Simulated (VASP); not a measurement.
Wanted: the native input for a VASP 6.6.1 run.

- Task: single point
- Functional: PBE
- Potentials or basis: VASP PAW PBE potentials, release 64 (Si, Ge_d)
- Cutoff: 520 eV
- k mesh: 6 × 6 × 6
- Occupations: gaussian, width 0.01 eV
- Spin: no spin polarisation
- Dipole correction: no
- Further INCAR settings: ALGO = Normal; EDIFF = 1e-06; NBANDS = 31

The structure of SiGe3 lies in POSCAR:

```
SiGe3
1.0
    2.0466636578      1.1816418138      6.6822680298
   -2.0466636578      1.1816418138      6.6822680298
    0.0000000000     -2.3632836275      6.6822680299
Si Ge
1 3
Direct
    1.0000089734      0.0000089734      0.0000089734
    0.5000418458      0.5000418458      0.5000418458
    0.3732519593      0.3732519593      0.3732519593
    0.8766972216      0.8766972216      0.8766972216
```

The input as run:

INCAR

```
PREC = Accurate ; ENCUT = 520
EDIFF = 1E-6 ; ISMEAR = 0
SIGMA = 0.01 ; LREAL = False
LASPH = True ; NELM = 100
ALGO = Normal ; ISIF = 2
LWAVE = False ; LCHARG = False
GGA = PE ; NBANDS = 31
```

KPOINTS

```
Automatic mesh
0
Gamma
  6 6 6
```

Potentials or basis: VASP PAW PBE potentials, release 64 (Si, Ge_d).

Run with:

```bash
$ cat potpaw_PBE.64/Si/POTCAR potpaw_PBE.64/Ge_d/POTCAR > POTCAR
$ mpirun -np 1 vasp_std > vasp.out
```

It gave:

The pressure is -3.4 GPa, the largest force is 0.030 eV/Å and the band gap on the k mesh is zero (filled and empty bands touch).

Caveat: the cell stands under tension; semilocal functionals underestimate gaps, and a narrow one can read as zero.

Wall time 100 s on 1 thread of Intel(R) Xeon(R) 6975P-C (Granite Rapids) (shared host), peak memory 0.41 GiB.
